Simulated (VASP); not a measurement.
Write the native input for VASP 6.6.1 that does the following.

| Property | Result |
| --- | --- |
| Task | single point |
| Functional | r2SCAN |
| Potentials or basis | VASP PAW PBE potentials, release 64 (Hg, S) |
| Cutoff | 550 eV |
| k mesh | 8 × 8 × 8 |
| Occupations | gaussian, width 0.05 eV |
| Spin | no spin polarisation |
| Dipole correction | no |
| Further INCAR settings | ALGO = Normal; EDIFF = 1e-06; NBANDS = 16 |

The system is HgS.

```
Hg S
1.0
     0.00000    3.00323    3.00323
     3.00323    0.00000    3.00323
     3.00323    3.00323    0.00000
Hg S
1 1
Direct
  0.00000 0.00000 0.00000
  0.75000 0.75000 0.75000
```

This cell differs from its parent crystal: volume scaled by 1.04.

The input as run:

POSCAR

```
HgS
1.0
    0.0000000000      3.0032277404      3.0032277404
    3.0032277404      0.0000000000      3.0032277404
    3.0032277404      3.0032277404      0.0000000000
Hg S
1 1
Direct
    0.0000000000      0.0000000000      0.0000000000
    0.7500000000      0.7500000000      0.7500000000
```

INCAR.step1

```
  ALGO = Normal
  EDIFF = 1E-5
  ENCUT = 550
  GGA = PE
  GGA_COMPAT = False
  ISMEAR = 0
  LASPH = True
  LCHARG = False
  LREAL = False
  LWAVE = True
  NBANDS = 16
  NELM = 120
  PREC = Accurate
  SIGMA = 0.05
```

INCAR.step2

```
  ALGO = Normal
  EDIFF = 1E-6
  ENCUT = 550
  GGA_COMPAT = False
  ISIF = 2
  ISMEAR = 0
  ISTART = 1
  LASPH = True
  LCHARG = False
  LMIXTAU = True
  LREAL = False
  LWAVE = False
  METAGGA = R2SCAN
  NBANDS = 16
  NELM = 120
  PREC = Accurate
  SIGMA = 0.05
```

KPOINTS

```
k-points
0
Gamma
  8 8 8
```

Potentials or basis: VASP PAW PBE potentials, release 64 (Hg, S).

Launch:

```sh
$ cat potpaw_PBE.64/Hg/POTCAR potpaw_PBE.64/S/POTCAR > POTCAR
$ cp INCAR.step1 INCAR
$ mpirun -np 1 vasp_std > vasp.out
$ cp INCAR.step2 INCAR
$ mpirun -np 1 vasp_std > vasp.out
```

Results of the run:

- Pressure: -1.9 GPa
- Band gap on the k mesh: zero (filled and empty bands touch)

Caveat: the PAW data sets were made with another functional, which shifts forces and pressure a little; spin-orbit coupling is left out, which moves the levels of the heavy elements.

Wall time 69 s on 1 thread of Intel(R) Xeon(R) Platinum 8259CL CPU @ 2.50GHz (Skylake/Cascade Lake), on a shared host, peak memory 0.2 GiB.
